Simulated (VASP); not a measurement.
Input of a VASP 6.6.1 run:

The input POSCAR:

```
Al
1.0
   -1.6150869704      1.6150869704      1.6150869704
    1.6150869704     -1.6150869704      1.6150869704
    1.6150869704      1.6150869704     -1.6150869704
Al
1
Direct
    0.0000000000      0.0000000000      0.0000000000
```

File INCAR.step1:

```
SYSTEM = Al
PREC = Accurate
ENCUT = 520
ISMEAR = 0
SIGMA = 0.15
LREAL = .False.
LASPH = .True.
NELM = 100
NBANDS = 8
GGA = PE
ALGO = Normal
EDIFF = 1E-4
LWAVE = .True.
LCHARG = .False.
```

INCAR.step2

```
SYSTEM = Al
PREC = Accurate
ENCUT = 520
EDIFF = 1E-7
ISMEAR = 0
SIGMA = 0.15
LREAL = .False.
LASPH = .True.
NELM = 100
ALGO = Normal
ISIF = 2
LWAVE = .False.
LCHARG = .True.
METAGGA = R2SCAN
LMIXTAU = .True.
LELF = .True.
LVHAR = .True.
NBANDS = 8
ISTART = 1
```

KPOINTS

```
regular mesh
0
Gamma
  20 20 20
  0 0 0
```

Potentials or basis: VASP PAW PBE potentials, release 64 (Al).

The run is started by

```sh
$ cat potpaw_PBE.64/Al/POTCAR > POTCAR
$ cp INCAR.step1 INCAR
$ mpirun -np 1 vasp_std > vasp.out
$ cp INCAR.step2 INCAR
$ mpirun -np 1 vasp_std > vasp.out
```

Q: Estimate the pressure.

A: -3.2 GPa.

Caveat: the cell differs from its parent crystal (strain +0.015 along x and y, +0.015 along z); the PAW data sets were made with another functional, which shifts forces and pressure a little.
